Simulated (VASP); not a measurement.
# Ge15Au (F-43m) in VASP: single point with PBEsol+U

Aim: the single point of Ge15Au with PBEsol+U.

Everything below comes from runs of VASP 6.6.1. Logs are shortened: lines on timing, memory, paths and dates and some standing lists are left out, and cuts for length are marked.

### 1 The cell of the first run

It takes space group F-43m (No. 216, cubic). Conventional cell: a = 11.315 Å, b = 11.315 Å, c = 11.315 Å, α = 90.00°, β = 90.00°, γ = 90.00°. Au (site symmetry -43m) has 4 Ge at 2.47 Å within 3.3 Å. Within 3.2 Å of Ge (site symmetry 2mm) lie 4 Ge at 2.45 Å. Ge (site symmetry -43m) has 4 Ge at 2.45 Å within 3.2 Å. Ge (site symmetry 3m) has 3 Ge at 2.45 Å and 1 Au at 2.47 Å within 3.2 Å. Ge (site symmetry 3m) has 4 Ge at 2.45 Å within 3.2 Å.

### 2 Single point, PBEsol+U

INCAR reads:

```
SYSTEM = Ge15Au
PREC = Accurate ; ENCUT = 520
EDIFF = 1E-6 ; ISMEAR = 0
SIGMA = 0.05 ; LREAL = Auto
LASPH = .True. ; NELM = 150
ALGO = Normal ; ISIF = 2
LWAVE = .False. ; LCHARG = .True.
LMAXMIX = 4 ; LDAU = .True.
LDAUTYPE = 2 ; LDAUL = 2 -1
LDAUU = 5 0 ; LDAUJ = 0 0
LDAUPRINT = 1 ; GGA = PS
LELF = .True. ; LVHAR = .True.
NBANDS = 124
```

KPOINTS reads:

```
regular mesh
0
Gamma
  3 3 3
  0 0 0
```

POSCAR reads:

```
Ge15Au
1.0
    0.0000000000      5.6575400000      5.6575400000
    5.6575400000      0.0000000000      5.6575400000
    5.6575400000      5.6575400000      0.0000000000
Au Ge
1 15
Direct
    0.0000000000      0.0000000000      1.0000000000
    0.9996764217      0.9996764217      0.5003235783
    0.9996764217      0.5003235783      0.9996764217
    0.9996764217      0.5003235783      0.5003235783
    0.5003235783      0.9996764217      0.9996764217
    0.5003235783      0.9996764217      0.5003235783
    0.5003235783      0.5003235783      0.9996764217
    0.5000000000      0.5000000000      0.5000000000
    0.1260151289      0.1260151289      0.1260151289
    0.1260151289      0.1260151289      0.6219546133
    0.1260151289      0.6219546133      0.1260151289
    0.1253411579      0.6248862807      0.6248862807
    0.6219546133      0.1260151289      0.1260151289
    0.6248862807      0.1253411579      0.6248862807
    0.6248862807      0.6248862807      0.1253411579
    0.6248862807      0.6248862807      0.6248862807
```

Potentials or basis: VASP PAW PBE potentials, release 64 (Au, Ge_d).

Run with:

```sh
cat potpaw_PBE.64/Au/POTCAR potpaw_PBE.64/Ge_d/POTCAR > POTCAR
mpirun -np 1 vasp_std > vasp.out
```

OUTCAR:

```text
SYSTEM = Ge15Au
   PREC = Accurate
   ENCUT = 520
   EDIFF = 1E-6
   ISMEAR = 0
   LREAL = Auto
   LASPH = .True.
   NELM = 150
   ISIF = 2
   GGA = PS

 ion  position               nearest neighbor table
   1  0.000  0.000  0.000-  10 2.47  11 2.47  13 2.47   9 2.47
   2  1.000  1.000  0.500-  10 2.45   9 2.45  12 2.45  14 2.45
   3  1.000  0.500  1.000-  11 2.45   9 2.45  12 2.45  15 2.45
   4  1.000  0.500  0.500-  10 2.45  11 2.45  12 2.45  16 2.45
   5  0.500  1.000  1.000-  13 2.45   9 2.45  14 2.45  15 2.45
   6  0.500  1.000  0.500-  10 2.45  13 2.45  14 2.45  16 2.45
[... 8 lines left out ...]
  15  0.625  0.625  0.125-   8 2.45   7 2.45   3 2.45   5 2.45
  16  0.625  0.625  0.625-   8 2.45   6 2.45   7 2.45   4 2.45

  LATTYP: Found a face centered cubic cell.
 ALAT       =    11.3150800000

  Lattice vectors:

 A1 = (   0.0000000000,   5.6575400000,   5.6575400000)
 A2 = (   5.6575400000,   0.0000000000,   5.6575400000)
 A3 = (   5.6575400000,   5.6575400000,   0.0000000000)

Analysis of symmetry for initial positions (statically):
=====================================================================
 Subroutine PRICEL returns:
 Original cell was already a primitive cell.

 Routine SETGRP: Setting up the symmetry group for a
 face centered cubic supercell.

 Subroutine GETGRP returns: Found 24 space group operations
 (whereof 24 operations were pure point group operations)
 out of a pool of 48 trial point group operations.

The static configuration has the point symmetry T_d .

Analysis of symmetry for dynamics (positions and initial velocities):
=====================================================================
 Subroutine PRICEL returns:
 Original cell was already a primitive cell.

 Routine SETGRP: Setting up the symmetry group for a
 face centered cubic supercell.

 Subroutine GETGRP returns: Found 24 space group operations
 (whereof 24 operations were pure point group operations)
 out of a pool of 48 trial point group operations.

The dynamic configuration has the point symmetry T_d .

 Subroutine INISYM returns: Found 24 space group operations
 (whereof 24 operations are pure point group operations),
 and found     1 'primitive' translations

----------------------------------------------------------------------------------------

                                     Primitive cell

  volume of cell :     362.1704

  direct lattice vectors                    reciprocal lattice vectors
     0.000000000  5.657540000  5.657540000    -0.088377634  0.088377634  0.088377634
     5.657540000  0.000000000  5.657540000     0.088377634 -0.088377634  0.088377634
     5.657540000  5.657540000  0.000000000     0.088377634  0.088377634 -0.088377634

  length of vectors
     8.000969798  8.000969798  8.000969798     0.153074553  0.153074553  0.153074553

  position of ions in fractional coordinates (direct lattice)
     0.000000000  0.000000000  0.000000000
     0.999676422  0.999676422  0.500323578
     0.999676422  0.500323578  0.999676422
     0.999676422  0.500323578  0.500323578
     0.500323578  0.999676422  0.999676422
     0.500323578  0.999676422  0.500323578
[... 8 lines left out ...]
     0.624886281  0.624886281  0.125341158
     0.624886281  0.624886281  0.624886281

  ion indices of the primitive-cell ions
   primitive index   ion index
                 1           1
                 2           2
                 3           3
                 4           4
                 5           5
                 6           6
[... 8 lines left out ...]
                15          15
                16          16

----------------------------------------------------------------------------------------

 KPOINTS: regular mesh

Automatic generation of k-mesh.
 Grid dimensions read from file:
 generate k-points for:    3    3    3

[... 39 lines left out ...]
   LASPH  =      T    aspherical Exc in radial PAW
   ENCUT  =  520.0 eV  38.22 Ry    6.18 a.u.  14.88 14.88 14.88*2*pi/ulx,y,z
   NELM   =    150;   NELMIN=  2; NELMDL= -5     # of ELM steps
   EDIFF  = 0.1E-05   stopping-criterion for ELM
   LREAL  =      T    real-space projection
   EDIFFG = 0.1E-04   stopping-criterion for IOM
   NSW    =      0    number of steps for IOM
   IBRION =     -1    ionic relax: 0-MD 1-quasi-New 2-CG
   NFREE  =      0    steps in history (QN), initial steepest desc. (CG)
   ISIF   =      2    stress and relaxation
   ISYM   =      2    0-nonsym 1-usesym 2-fastsym
   POTIM  = 0.5000    time-step for ionic-motion
   TEBEG  =    0.0;   TEEND  =   0.0 temperature during run
   PSTRESS=    0.0 pullay stress
   NELECT =     221.0000    total number of electrons
   NUPDOWN=      -1.0000    fix difference up-down
   EMIN   =  10.00;   EMAX   =-10.00  energy-range for DOS
   EFERMI =   0.00;   METHOD = LEGACY
   ISMEAR =     0;   SIGMA  =   0.05  broadening in eV -4-tet -1-fermi 0-gaus
   EFERMI_NEDOS =   21; number of points for ismear=-14 and -15
   IALGO  =     38    algorithm
   IMIX   =      4    mixing-type and parameters
     AMIX     =   0.40;   BMIX     =  1.00
     AMIX_MAG =   1.60;   BMIX_MAG =  1.00
  volume/ion in A,a.u.               =      22.64       152.75
  Fermi-wavevector in a.u.,A,eV,Ry     =   1.388571  2.624018 26.233777  1.928128
  Thomas-Fermi vector in A             =   2.512684
   LORBIT       =      0    0 simple, 1 ext, 2 COOP (PROOUT), +10 PAW based schemes
 LDA+U is selected, type is set to LDAUTYPE =  2
   angular momentum for each species LDAUL =     2   -1
   U (eV)           for each species LDAUU =   5.0  0.0
   J (eV)           for each species LDAUJ =   0.0  0.0
   GGA     = PS    functional components
   LHFCALC =     F    Hartree Fock is set to
   AEXX    =    0.0000 exact exchange contribution
   IVDW    =     0    specifies the selected vdW correction
   LEPSILON=     F    determine dielectric tensor
   LRPA    =     F    only Hartree local field effects (RPA)
 non-spin polarized calculation
 Gauss-broadening in eV      SIGMA  =   0.05
  energy-cutoff  :      520.00
  volume of cell :      362.17
 maximum number of plane-waves:      9765
   NGX = 29   NGY = 29   NGZ = 29

atom =   1  type =  1  l = 2

 onsite density matrix

spin component  1

  0.8884 -0.0000  0.0000 -0.0000 -0.0000
 -0.0000  0.8884  0.0000 -0.0000  0.0000
  0.0000  0.0000  0.9092  0.0000  0.0000
 -0.0000 -0.0000  0.0000  0.8884 -0.0000
 -0.0000  0.0000  0.0000 -0.0000  0.9092

spin component  2

  0.8884 -0.0000  0.0000 -0.0000 -0.0000
 -0.0000  0.8884  0.0000 -0.0000  0.0000
  0.0000  0.0000  0.9092  0.0000  0.0000
 -0.0000 -0.0000  0.0000  0.8884 -0.0000
 -0.0000  0.0000  0.0000 -0.0000  0.9092

 occupancies and eigenvectors

  o =  0.8884  v =  0.0000 -0.5287  0.0000  0.8488  0.0000  0.0000  0.0000  0.0000  0.0000  0.0000      0.0000  0.0000  0.0000  0.0000  0.0000  0.0000  0.0000  0.0000  0.0000  0.0000
  o =  0.8884  v =  0.0000  0.0000  0.0000  0.0000  0.0000  0.0000 -0.5287  0.0000  0.8488  0.0000      0.0000  0.0000  0.0000  0.0000  0.0000  0.0000  0.0000  0.0000  0.0000  0.0000
  o =  0.8884  v =  1.0000  0.0000  0.0000  0.0000  0.0000  0.0000  0.0000  0.0000  0.0000  0.0000      0.0000  0.0000  0.0000  0.0000  0.0000  0.0000  0.0000  0.0000  0.0000  0.0000
  o =  0.8884  v =  0.0000  0.0000  0.0000  0.0000  0.0000  1.0000  0.0000  0.0000  0.0000  0.0000      0.0000  0.0000  0.0000  0.0000  0.0000  0.0000  0.0000  0.0000  0.0000  0.0000
  o =  0.8884  v =  0.0000  0.0000  0.0000  0.0000  0.0000  0.0000 -0.8488 -0.0000 -0.5287  0.0000      0.0000  0.0000  0.0000  0.0000  0.0000  0.0000  0.0000  0.0000  0.0000  0.0000
  o =  0.8884  v =  0.0000 -0.8488 -0.0000 -0.5287  0.0000  0.0000  0.0000  0.0000  0.0000  0.0000      0.0000  0.0000  0.0000  0.0000  0.0000  0.0000  0.0000  0.0000  0.0000  0.0000
  o =  0.9092  v =  0.0000  0.0000  0.0000  0.0000  0.0000  0.0000 -0.0000  1.0000 -0.0000 -0.0000      0.0000  0.0000  0.0000  0.0000  0.0000  0.0000  0.0000  0.0000  0.0000  0.0000
  o =  0.9092  v =  0.0000 -0.0000  1.0000 -0.0000 -0.0000  0.0000  0.0000  0.0000  0.0000  0.0000      0.0000  0.0000  0.0000  0.0000  0.0000  0.0000  0.0000  0.0000  0.0000  0.0000
  o =  0.9092  v =  0.0000  0.0000  0.0000 -0.0000  1.0000  0.0000  0.0000  0.0000  0.0000  0.0000      0.0000  0.0000  0.0000  0.0000  0.0000  0.0000  0.0000  0.0000  0.0000  0.0000
  o =  0.9092  v =  0.0000  0.0000  0.0000  0.0000  0.0000  0.0000  0.0000  0.0000 -0.0000  1.0000      0.0000  0.0000  0.0000  0.0000  0.0000  0.0000  0.0000  0.0000  0.0000  0.0000

 number of electron     221.0000145 magnetization

 Free energy of the ion-electron system (eV)
  ---------------------------------------------------
  ext. energy  EPLUGINS =         0.00000000
  ---------------------------------------------------
  free energy    TOTEN  =       -74.74590105 eV

  energy without entropy =      -74.73926284  energy(sigma->0) =      -74.74258195

 E-fermi :   5.0567     XC(G=0): -10.1876

 val. band max:        4.9042352208   @ k =   0.0000   0.0000   0.0000
 cond. band min:       5.0980162963   @ k =   0.3333   0.3333   0.0000
 fundamental gap:      0.1937810755
 Fermi energy:         5.0566518095

 k-point     1 :       0.0000    0.0000    0.0000
  band No.  band energies     occupation
      1     -19.9266      2.00000
      2     -19.9266      2.00000
      3     -19.9266      2.00000
      4     -19.9171      2.00000
      5     -19.9171      2.00000
      6     -19.9171      2.00000
[... 489 lines left out ...]
    121       8.0475      0.00000
    122       8.1682      0.00000
 [bands above 122 left out]

------------------------ aborting loop because EDIFF is reached ----------------------------------------

  FORCE on cell =-STRESS in cart. coord.  units (eV):
  Direction    XX          YY          ZZ          XY          YZ          ZX
  --------------------------------------------------------------------------------------
  -------------------------------------------------------------------------------------
  Total        2.2501297      2.2501297      2.2501297      0.0000000      0.0000000      0.0000000
  in kB        9.9541744      9.9541744      9.9541744      0.0000000      0.0000000      0.0000000
  external PRESSURE =       9.9541744 kB  Pullay stress =       0.0000000 kB

 VOLUME and BASIS-vectors are now :
 -----------------------------------------------------------------------------
  energy-cutoff  :      520.00
  volume of cell :      362.17
      direct lattice vectors                 reciprocal lattice vectors
     0.000000000  5.657540000  5.657540000    -0.088377634  0.088377634  0.088377634
     5.657540000  0.000000000  5.657540000     0.088377634 -0.088377634  0.088377634
     5.657540000  5.657540000  0.000000000     0.088377634  0.088377634 -0.088377634

 POSITION                                       TOTAL-FORCE (eV/Angst)
 -----------------------------------------------------------------------------------
      0.00000      0.00000      0.00000         0.000000      0.000000      0.000000
      8.48631      8.48631     11.31142         0.000000      0.000000      0.012535
      8.48631     11.31142      8.48631         0.000000      0.012535      0.000000
      5.66120      8.48631      8.48631        -0.012535      0.000000      0.000000
     11.31142      8.48631      8.48631         0.012535      0.000000      0.000000
      8.48631      5.66120      8.48631         0.000000     -0.012535      0.000000
[... 8 lines left out ...]
      4.24444      4.24444      7.07064         0.003088      0.003088     -0.003088
      7.07064      7.07064      7.07064        -0.003088     -0.003088     -0.003088
 -----------------------------------------------------------------------------------
    total drift:                                0.000001      0.000001      0.000001

  FREE ENERGIE OF THE ION-ELECTRON SYSTEM (eV)
  ---------------------------------------------------
  free  energy   TOTEN  =       -74.7459010538 eV

  energy  without entropy=      -74.7392628399  energy(sigma->0) =      -74.74258195
```

Run time: 12 min. Hardware: 1 thread of Intel Xeon Platinum 8259CL at 2.50GHz (Skylake/Cascade Lake), shared host; peak memory 0.53 GiB.

Results:

| Property | Result |
| --- | --- |
| Free energy | -74.7459 eV |
| Pressure | 1.0 GPa |
| Largest force | 0.149 eV/Å |
| Band gap on the k mesh | zero (an odd number of electrons rules out a gap without spin polarisation) |

Forces on the atoms (eV/Å):
```
Au   0.000  0.000  0.000
Ge   0.000  0.000  0.013
Ge   0.000  0.013  0.000
Ge  -0.013  0.000  0.000
Ge   0.013  0.000  0.000
Ge   0.000 -0.013  0.000
Ge   0.000  0.000 -0.013
Ge   0.000  0.000  0.000
Ge  -0.086 -0.086 -0.086
Ge   0.086  0.086 -0.086
Ge   0.086 -0.086  0.086
Ge  -0.003  0.003  0.003
Ge  -0.086  0.086  0.086
Ge   0.003 -0.003  0.003
Ge   0.003  0.003 -0.003
Ge  -0.003 -0.003 -0.003
```

Eigenvalues of the final occupation matrices:
```tsv
site	spin	trace	eigenvalues
site 1 d	1	4.48	0.89 0.89 0.89 0.91 0.91
site 1 d	2	4.48	0.89 0.89 0.89 0.91 0.91
```

Caveat: the PAW data sets were made with another functional, which shifts forces and pressure a little; spin-orbit coupling is left out, which moves the levels of the heavy elements; an odd number of electrons without spin polarisation forces a metal; a magnetic or distorted state may lie lower; U without spin polarisation on a metal has little footing; the U is typed as a test and isn't derived for this compound.

The gap in the log of VASP goes by the Fermi energy; the results here count the filled bands.